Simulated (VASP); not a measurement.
HfH8, 9 atoms in the cell. It takes space group F-43m (No. 216, cubic). Conventional cell: a = 5.793 Å, b = 5.793 Å, c = 5.793 Å, α = 90.00°, β = 90.00°, γ = 90.00°. Within 2.7 Å of Hf (site symmetry -43m) lie 16 H at 2.05 to 2.51 Å. H (site symmetry 2mm) has 1 H at 1.47 Å within 2.0 Å. H (site symmetry -43m) has 16 H at 2.05 to 2.51 Å within 2.7 Å. H (site symmetry -43m) has 6 H at 1.47 Å within 2.0 Å. 

| Property | Result |
| --- | --- |
| Program | VASP 6.6.1 |
| Task | single point |
| Functional | PBE |
| Potentials or basis | VASP PAW PBE potentials, release 64 (Hf_pv, H) |
| Cutoff | 520 eV |
| k mesh | 4 × 4 × 4 |
| Occupations | gaussian, width 0.1 eV |
| Spin | no spin polarisation |
| Dipole correction | no |
| Further INCAR settings | ALGO = Normal; EDIFF = 1e-06; NBANDS = 19 |

Potentials or basis: VASP PAW PBE potentials, release 64 (Hf_pv, H).

Run with:

```sh
$ cat potpaw_PBE.64/Hf_pv/POTCAR potpaw_PBE.64/H/POTCAR > POTCAR
$ mpirun -np 1 vasp_std > vasp.out
```

Hardware: 1 thread of AMD EPYC 7R13 Processor (Zen 3) (shared host).

Task: How long does it take, and how much memory?

Result: Run time: 12 s on 1 thread of AMD EPYC 7R13 Processor (Zen 3) (shared host), peak memory 0.13 GiB. Counts: scf iterations 15, k points 8.
